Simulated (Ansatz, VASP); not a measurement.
**NaH in VASP and in Ansatz**

Contents of POSCAR:

```
NaH
1.0
    0.0000000000      2.3972153470      2.3972153470
    2.3972153470      0.0000000000      2.3972153470
    2.3972153470      2.3972153470      0.0000000000
Na H
1 1
Direct
    0.0000000000      0.0000000000      0.0000000000
    0.5000000000      0.5000000000      0.5000000000
```

The input INCAR.step1:

```
PREC = Accurate
ENCUT = 520
ISMEAR = 0
SIGMA = 0.01
LREAL = F
LASPH = T
NELM = 60
NBANDS = 11
GGA = PE
ALGO = Normal
EDIFF = 1E-4
LWAVE = T
LCHARG = F
```

INCAR.step2

```
PREC = Accurate
ENCUT = 520
EDIFF = 1E-7
ISMEAR = 0
SIGMA = 0.01
LREAL = F
LASPH = T
NELM = 60
ALGO = Normal
ISIF = 2
LWAVE = F
LCHARG = F
METAGGA = R2SCAN
LMIXTAU = T
NBANDS = 11
ISTART = 1
```

The input KPOINTS:

```
Automatic mesh
0
Gamma
  8 8 8
```

Input for Ansatz:

```yaml
crystal:
  lattice:
    - [0.0, 2.39721534702, 2.39721534702]
    - [2.39721534702, 0.0, 2.39721534702]
    - [2.39721534702, 2.39721534702, 0.0]
  atoms:
    - { symbol: Na, position: [0.0, 0.0, 0.0] }
    - { symbol: H, position: [0.5, 0.5, 0.5] }
kpoints:
  mp_grid: { grid: [8, 8, 8] }
scf:
  occupations: { method: fixed }
hamiltonian:
  xc: r2scan
  pseudopotentials: { kind: paw }
output:
  forces: true
  stress: true
  eigenvalues: true
  eigenstates:
    nscf_kmesh: { grid: [14, 14, 14] }
    de_dk: true
    e_range: [-9, 14.40126628073]
  optics:
    e_range: [0, 25]
    de: 0.2
    sigma: 0.1
    bands: { spectra_wanted_up_to: 25 }
    nscf_kmesh: { grid: [14, 14, 14] }
checkpoint:
  write: ck
  write_wavefunctions: false
```

Alike in both runs: task single point; functional r2SCAN; k mesh 8 × 8 × 8; no spin polarisation.

|  | VASP | Ansatz |
| --- | --- | --- |
| version | VASP 6.6.1 | Ansatz 0.2.0 |
| potentials or method | VASP PAW PBE potentials, release 64 (Na_pv, H) | PAW with Ansatz's default frozen-core files, scalar-relativistic |
| plane-wave cutoff (eV) | 520 | 500 |
| occupations | gaussian, width 0.01 eV | fixed |
| valence electrons in the cell | 8 | 10 |

```tsv
	VASP	Ansatz	Ansatz less VASP
gap on the k mesh at the Fermi level (eV)	4.41	4.40	-0.011
pressure (GPa)	-0.3	0.0	+0.30
```

VASP's potentials were made for PBE, not for r2SCAN. VASP's potentials hold 8 valence electrons a cell and Ansatz's 10, so a difference there can come from the potentials and not from the codes.
